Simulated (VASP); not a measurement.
# Ta (Im-3m) in VASP: single point with PBE

Aim: the single point of Ta with PBE.

Program: VASP 6.6.1. These are calculated values, not measurements. Logs are shortened: lines on timing, memory, paths and dates and some standing lists are left out, and cuts for length are marked.

### 1 The cell of the first run

It takes space group Im-3m (No. 229, cubic). Conventional cell: a = 3.310 Å, b = 3.310 Å, c = 3.310 Å, α = 90.00°, β = 90.00°, γ = 90.00°. Ta (site symmetry m-3m) has 14 Ta at 2.87 to 3.31 Å within 3.8 Å.

### 2 Single point, PBE

Contents of INCAR:

```
SYSTEM = Ta
  PREC = Accurate
  ENCUT = 520
  EDIFF = 1E-6
  ISMEAR = 0
  SIGMA = 0.05
  LREAL = .FALSE.
  LASPH = .TRUE.
  NELM = 100
  ALGO = Normal
  ISIF = 2
  LWAVE = .FALSE.
  LCHARG = .TRUE.
  GGA = PE
  LELF = .TRUE.
  LVHAR = .TRUE.
  NBANDS = 12
```

Contents of KPOINTS:

```
regular mesh
0
G
  8 8 8
  0 0 0
```

Contents of POSCAR:

```
Ta
1.0
   -1.6550000000      1.6550000000      1.6550000000
    1.6550000000     -1.6550000000      1.6550000000
    1.6550000000      1.6550000000     -1.6550000000
Ta
1
Direct
    0.0000000000      0.0000000000      0.0000000000
```

Potentials or basis: VASP PAW PBE potentials, release 64 (Ta_pv).

Run with:

```bash
$ cat potpaw_PBE.64/Ta_pv/POTCAR > POTCAR
$ mpirun -np 1 vasp_std > vasp.out
```

OUTCAR:

```text
SYSTEM = Ta
   PREC = Accurate
   ENCUT = 520
   EDIFF = 1E-6
   ISMEAR = 0
   LREAL = .FALSE.
   LASPH = .TRUE.
   NELM = 100
   ISIF = 2
   GGA = PE

 ion  position               nearest neighbor table
   1  0.000  0.000  0.000-

  LATTYP: Found a body centered cubic cell.
 ALAT       =     3.3100000000

  Lattice vectors:

 A1 = (  -1.6550000000,   1.6550000000,   1.6550000000)
 A2 = (   1.6550000000,  -1.6550000000,   1.6550000000)
 A3 = (   1.6550000000,   1.6550000000,  -1.6550000000)

Analysis of symmetry for initial positions (statically):
=====================================================================
 Subroutine PRICEL returns:
 Original cell was already a primitive cell.

 Routine SETGRP: Setting up the symmetry group for a
 body centered cubic supercell.

 Subroutine GETGRP returns: Found 48 space group operations
 (whereof 48 operations were pure point group operations)
 out of a pool of 48 trial point group operations.

The static configuration has the point symmetry O_h .

Analysis of symmetry for dynamics (positions and initial velocities):
=====================================================================
 Subroutine PRICEL returns:
 Original cell was already a primitive cell.

 Routine SETGRP: Setting up the symmetry group for a
 body centered cubic supercell.

 Subroutine GETGRP returns: Found 48 space group operations
 (whereof 48 operations were pure point group operations)
 out of a pool of 48 trial point group operations.

The dynamic configuration has the point symmetry O_h .

 Subroutine INISYM returns: Found 48 space group operations
 (whereof 48 operations are pure point group operations),
 and found     1 'primitive' translations

----------------------------------------------------------------------------------------

                                     Primitive cell

  volume of cell :      18.1323

  direct lattice vectors                    reciprocal lattice vectors
    -1.655000000  1.655000000  1.655000000     0.000000000  0.302114804  0.302114804
     1.655000000 -1.655000000  1.655000000     0.302114804  0.000000000  0.302114804
     1.655000000  1.655000000 -1.655000000     0.302114804  0.302114804  0.000000000

  length of vectors
     2.866544087  2.866544087  2.866544087     0.427254853  0.427254853  0.427254853

  position of ions in fractional coordinates (direct lattice)
     0.000000000  0.000000000  0.000000000

  ion indices of the primitive-cell ions
   primitive index   ion index
                 1           1

----------------------------------------------------------------------------------------

 KPOINTS: regular mesh

Automatic generation of k-mesh.
 Grid dimensions read from file:
 generate k-points for:    8    8    8

 Generating k-lattice:

  Cartesian coordinates                     Fractional coordinates (reciprocal lattice)
     0.000000000  0.037764350  0.037764350     0.125000000  0.000000000  0.000000000
     0.037764350  0.000000000  0.037764350     0.000000000  0.125000000  0.000000000
     0.037764350  0.037764350  0.000000000     0.000000000  0.000000000  0.125000000

  Length of vectors
     0.053406857  0.053406857  0.053406857

  Shift w.r.t. Gamma in fractional coordinates (k-lattice)
     0.000000000  0.000000000  0.000000000

 Subroutine IBZKPT returns following result:
 ===========================================

 Found     29 irreducible k-points:

 Following reciprocal coordinates:
            Coordinates               Weight
  0.000000  0.000000  0.000000      1.000000
  0.125000  0.000000  0.000000     12.000000
  0.250000  0.000000  0.000000     12.000000
  0.375000  0.000000  0.000000     12.000000
  0.500000  0.000000  0.000000      6.000000
  0.125000  0.125000  0.000000     24.000000
[... 16 lines left out ...]
 -0.250000  0.250000  0.250000      6.000000
 -0.375000  0.375000  0.250000     24.000000
 [... further k-points ...]
   k-points           NKPTS =     29   k-points in BZ     NKDIM =     29   number of bands    NBANDS=     12
   number of dos      NEDOS =    301   number of ions     NIONS =      1
   total plane-waves  NPLWV =  13824
   dimension x,y,z NGX =    24 NGY =   24 NGZ =   24
   dimension x,y,z NGXF=    48 NGYF=   48 NGZF=   48
   ions per type =               1
   NGX,Y,Z   is equivalent  to a cutoff of  13.92, 13.92, 13.92 a.u.
   NGXF,Y,Z  is equivalent  to a cutoff of  27.84, 27.84, 27.84 a.u.
 SYSTEM =  Ta
   PREC   = accura    normal or accurate (medium, high low for compatibility)
   ISTART =      0    job   : 0-new  1-cont  2-samecut
   ICHARG =      2    charge: 1-file 2-atom 10-const
   ISPIN  =      1    spin polarized calculation?
   LNONCOLLINEAR =      F non collinear calculations
   LSORBIT =      F    spin-orbit coupling
   LASPH  =      T    aspherical Exc in radial PAW
   ENCUT  =  520.0 eV  38.22 Ry    6.18 a.u.   5.33  5.33  5.33*2*pi/ulx,y,z
   NELM   =    100;   NELMIN=  2; NELMDL= -5     # of ELM steps
   EDIFF  = 0.1E-05   stopping-criterion for ELM
   LREAL  =      F    real-space projection
   EDIFFG = 0.1E-04   stopping-criterion for IOM
   NSW    =      0    number of steps for IOM
   IBRION =     -1    ionic relax: 0-MD 1-quasi-New 2-CG
   NFREE  =      0    steps in history (QN), initial steepest desc. (CG)
   ISIF   =      2    stress and relaxation
   ISYM   =      2    0-nonsym 1-usesym 2-fastsym
   POTIM  = 0.5000    time-step for ionic-motion
   TEBEG  =    0.0;   TEEND  =   0.0 temperature during run
   PSTRESS=    0.0 pullay stress
   NELECT =      11.0000    total number of electrons
   NUPDOWN=      -1.0000    fix difference up-down
   EMIN   =  10.00;   EMAX   =-10.00  energy-range for DOS
   EFERMI =   0.00;   METHOD = LEGACY
   ISMEAR =     0;   SIGMA  =   0.05  broadening in eV -4-tet -1-fermi 0-gaus
   EFERMI_NEDOS =   21; number of points for ismear=-14 and -15
   IALGO  =     38    algorithm
   IMIX   =      4    mixing-type and parameters
     AMIX     =   0.40;   BMIX     =  1.00
     AMIX_MAG =   1.60;   BMIX_MAG =  1.00
  volume/ion in A,a.u.               =      18.13       122.36
  Fermi-wavevector in a.u.,A,eV,Ry     =   1.385865  2.618906 26.131663  1.920623
  Thomas-Fermi vector in A             =   2.510235
   LORBIT       =      0    0 simple, 1 ext, 2 COOP (PROOUT), +10 PAW based schemes
   GGA     = PE    functional components
   LHFCALC =     F    Hartree Fock is set to
   AEXX    =    0.0000 exact exchange contribution
   IVDW    =     0    specifies the selected vdW correction
   LEPSILON=     F    determine dielectric tensor
   LRPA    =     F    only Hartree local field effects (RPA)
 non-spin polarized calculation
 Gauss-broadening in eV      SIGMA  =   0.05
  energy-cutoff  :      520.00
  volume of cell :       18.13
 maximum number of plane-waves:       496
 NGX is ok and might be reduce to    24
   NGX = 11   NGY = 11   NGZ = 11

 number of electron      11.0000001 magnetization

 Free energy of the ion-electron system (eV)
  ---------------------------------------------------
  ext. energy  EPLUGINS =         0.00000000
  ---------------------------------------------------
  free energy    TOTEN  =       -11.83501884 eV

  energy without entropy =      -11.83400577  energy(sigma->0) =      -11.83451231

 E-fermi :   5.4760     XC(G=0): -12.5782

 val. band max:        5.3589187956   @ k =   0.2500   0.0000   0.0000
 cond. band min:       5.5061499479   @ k =  -0.2500   0.2500   0.1250
 fundamental gap:      0.1472311523
 Fermi energy:         5.4760137374

 k-point     1 :       0.0000    0.0000    0.0000
  band No.  band energies     occupation
      1     -27.6335      2.00000
      2     -27.6335      2.00000
      3     -27.6335      2.00000
      4      -2.4593      2.00000
      5       6.1837      0.00000
      6       6.1837      0.00000
      7       6.1837      0.00000
      8       9.4308      0.00000
      9       9.4308      0.00000
     10      20.1519      0.00000
     11      20.4083      0.00000
     12      20.4083      0.00000

 k-point     2 :       0.1250    0.0000    0.0000
  band No.  band energies     occupation
      1     -27.8149      2.00000
      2     -27.6897      2.00000
      3     -27.6345      2.00000
      4      -1.7879      2.00000
      5       5.7653      0.00000
      6       6.0038      0.00000
      7       6.8560      0.00000
      8       8.9012      0.00000
      9       9.4438      0.00000
     10      20.1512      0.00000
     11      20.9323      0.00000
     12      21.5890      0.00000

 k-point     3 :       0.2500    0.0000    0.0000
  band No.  band energies     occupation
      1     -28.2331      2.00000
      2     -27.8230      2.00000
      3     -27.6369      2.00000
      4      -0.1775      2.00000
      5       4.9057      2.00000
      6       5.3589      1.99907
      7       8.7623      0.00000
      8       8.8497      0.00000
      9       9.6154      0.00000
     10      20.1470      0.00000
     11      20.5662      0.00000
     12      22.1014      0.00000

 k-point     4 :       0.3750    0.0000    0.0000
  band No.  band energies     occupation
      1     -28.6268      2.00000
      2     -27.9530      2.00000
      3     -27.6395      2.00000
      4       0.9646      2.00000
      5       4.1894      2.00000
      6       5.8084      0.00000
      7       9.3326      0.00000
      8      10.0387      0.00000
      9      11.4524      0.00000
     10      18.3925      0.00000
     11      18.7357      0.00000
     12      20.1659      0.00000

 k-point     5 :       0.5000    0.0000    0.0000
  band No.  band energies     occupation
      1     -28.7835      2.00000
      2     -28.0059      2.00000
      3     -27.6406      2.00000
      4       1.0901      2.00000
      5       3.9228      2.00000
      6       6.9891      0.00000
      7       9.3103      0.00000
      8      10.3310      0.00000
      9      13.1892      0.00000
     10      17.0711      0.00000
     11      17.3388      0.00000
     12      20.1603      0.00000
[... 228 lines left out ...]
      1     -28.4682      2.00000
      2     -28.4682      2.00000
      3     -27.8585      2.00000
      4       3.7544      2.00000
      5       3.7544      2.00000
      6       3.9538      2.00000
      7       9.8810      0.00000
      8       9.8810      0.00000
      9      14.8409      0.00000
     10      17.3413      0.00000
     11      17.3413      0.00000
     12      20.1557      0.00000

 k-point    22 :       0.2500    0.2500    0.2500
  band No.  band energies     occupation
      1     -28.2137      2.00000
      2     -28.2137      2.00000
      3     -28.2137      2.00000
      4       4.2160      2.00000
      5       4.2160      2.00000
      6       4.2160      2.00000
      7      10.5005      0.00000
      8      10.5005      0.00000
      9      12.4798      0.00000
     10      18.2180      0.00000
     11      18.2180      0.00000
     12      18.2180      0.00000

 k-point    23 :      -0.2500    0.2500    0.2500
  band No.  band energies     occupation
      1     -28.2553      2.00000
      2     -28.0279      2.00000
      3     -28.0279      2.00000
      4       1.7229      2.00000
      5       4.5224      2.00000
      6       6.6988      0.00000
      7       6.6988      0.00000
      8       8.6326      0.00000
      9      10.4398      0.00000
     10      19.9873      0.00000
     11      20.1971      0.00000
     12      24.7168      0.00000

 k-point    24 :      -0.3750    0.3750    0.2500
  band No.  band energies     occupation
      1     -28.4927      2.00000
      2     -28.1682      2.00000
      3     -28.0626      2.00000
      4       2.6236      2.00000
      5       3.4828      2.00000
      6       6.7096      0.00000
      7       7.3893      0.00000
      8      10.8404      0.00000
      9      10.9253      0.00000
     10      19.3382      0.00000
     11      20.1645      0.00000
     12      21.6289      0.00000

 [... further k-points ...]

------------------------ aborting loop because EDIFF is reached ----------------------------------------

  FORCE on cell =-STRESS in cart. coord.  units (eV):
  Direction    XX          YY          ZZ          XY          YZ          ZX
  --------------------------------------------------------------------------------------
  -------------------------------------------------------------------------------------
  Total       -0.0392811     -0.0392811     -0.0392811      0.0000000     -0.0000000      0.0000000
  in kB       -3.4708870     -3.4708870     -3.4708870      0.0000000     -0.0000000      0.0000000
  external PRESSURE =      -3.4708870 kB  Pullay stress =       0.0000000 kB

 VOLUME and BASIS-vectors are now :
 -----------------------------------------------------------------------------
  energy-cutoff  :      520.00
  volume of cell :       18.13
      direct lattice vectors                 reciprocal lattice vectors
    -1.655000000  1.655000000  1.655000000     0.000000000  0.302114804  0.302114804
     1.655000000 -1.655000000  1.655000000     0.302114804  0.000000000  0.302114804
     1.655000000  1.655000000 -1.655000000     0.302114804  0.302114804  0.000000000

 POSITION                                       TOTAL-FORCE (eV/Angst)
 -----------------------------------------------------------------------------------
      0.00000      0.00000      0.00000        -0.000000      0.000000      0.000000
 -----------------------------------------------------------------------------------
    total drift:                               -0.000000      0.000000      0.000000

  FREE ENERGIE OF THE ION-ELECTRON SYSTEM (eV)
  ---------------------------------------------------
  free  energy   TOTEN  =       -11.8350188413 eV

  energy  without entropy=      -11.8340057702  energy(sigma->0) =      -11.83451231
```

Run time: 4.2 s. Hardware: 1 thread of AMD EPYC 9R45 (Zen 5), shared host; peak memory 0.11 GiB.

Results:

| Quantity | Value |
| --- | --- |
| Free energy | -11.8350 eV |
| Pressure | -0.3 GPa |

Levels at points of the mesh, in eV from the Fermi level:
```csv
k point,band 1,band 2,band 3,band 4,band 5,band 6,band 7,band 8,band 9,band 10
"(0.00, 0.00, 0.00)",-33.11,-33.11,-33.11,-7.94,0.71,0.71,0.71,3.95,3.95,14.68
"(0.50, 0.00, 0.00)",-34.26,-33.48,-33.12,-4.39,-1.55,1.51,3.83,4.85,7.71,11.60
"(0.50, 0.50, 0.50)",-33.91,-33.91,-33.91,-3.80,-3.80,6.76,6.76,6.76,8.55,8.55
```

Caveat: spin-orbit coupling is left out, which moves the levels of the heavy elements.
